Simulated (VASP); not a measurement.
Here is a VASP 6.6.1 calculation.

The input INCAR:

```
SYSTEM = HgTe
ALGO = Normal
EDIFF = 1E-6
EDIFFG = -0.01
ENCUT = 600
GGA = PE
IBRION = 2
ISIF = 3
ISMEAR = -1
LASPH = .TRUE.
LCHARG = .FALSE.
LREAL = .FALSE.
LWAVE = .FALSE.
NELM = 60
NSW = 80
PREC = Accurate
SIGMA = 0.05
```

KPOINTS

```
k-points
0
G
  7 7 7
  0 0 0
```

The input POSCAR:

```
HgTe
1.0
    0.0000000000      3.2145000000      3.2145000000
    3.2145000000      0.0000000000      3.2145000000
    3.2145000000      3.2145000000      0.0000000000
Hg Te
1 1
Direct
    0.0000000000      0.0000000000      0.0000000000
    0.7500000000      0.7500000000      0.7500000000
```

Potentials or basis: VASP PAW PBE potentials, release 64 (Hg, Te).

Command:

```sh
$ cat potpaw_PBE.64/Hg/POTCAR potpaw_PBE.64/Te/POTCAR > POTCAR
$ mpirun -np 1 vasp_std > vasp.out
```

Task: What does it give for the relaxed volume?

Result: 36.83 Å³/atom.

Task: Estimate the space group after relaxing (to 0.05 Å).

Result: F-43m (No. 216).

Task: What does it give for the relaxed cell?

Result: a = 4.705 Å, b = 4.705 Å, c = 4.705 Å, α = 60.00°, β = 60.00°, γ = 60.00°.

Task: Estimate the band gap on the k mesh.

Result: Zero (filled and empty bands touch).

The path:
| step | energy change (eV) | largest force (eV/Å) | pressure (GPa) | volume (Å³) |
| --- | --- | --- | --- | --- |
| 1 | 0.0000 | 0.0000 | 4.66 | 66.43 |
| 2 | -0.0870 | 0.0000 | -1.03 | 76.16 |
| 3 | -0.0952 | 0.0000 | 0.02 | 73.66 |

Caveat: spin-orbit coupling is left out, which moves the levels of the heavy elements; the volume moved by +11 % from the deposited cell, more than functionals usually miss. PBE usually gives volumes a little too large and moduli too small.
